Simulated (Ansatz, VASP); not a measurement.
Sn in VASP and in Ansatz

```
Sn
1.0
    -2.90990    2.90990    1.58699
     2.90990   -2.90990    1.58699
     2.90990    2.90990   -1.58699
Sn
2
Direct
  0.78781 0.28781 0.50000
  0.96219 0.96219 0.00000
```

Change from the starting cell: mode 4 (45.2 1/cm) frozen in, largest displacement -0.120 Å.

Alike in both runs: task single point; functional PBEsol; k mesh 22 × 22 × 22; occupations gaussian, width 0.15 eV; no spin polarisation.

|  | VASP | Ansatz |
| --- | --- | --- |
| version | VASP 6.6.1 | Ansatz 0.2.0 |
| potentials or method | VASP PAW PBE potentials, release 64 (Sn_d), cutoff 520 eV | scalar-relativistic, plane waves, PAW |
| valence electrons in the cell | 28 | 28 |

```csv
,VASP,Ansatz,Ansatz less VASP
gap on the k mesh at the Fermi level (eV),none,none,-
pressure (GPa),0.0,0.1,+0.03
"traceless stress, the component that is largest in VASP (GPa)",2.38,2.38,-0.004
rms of the force components (eV/Å),0.053,0.053,+0.0001
```

VASP's potentials were made for PBE, not for PBEsol. Atom by atom the forces differ by 0.000 eV/Å (rms over components). A gap of «none» marks a metal or a gap that the smearing closes.
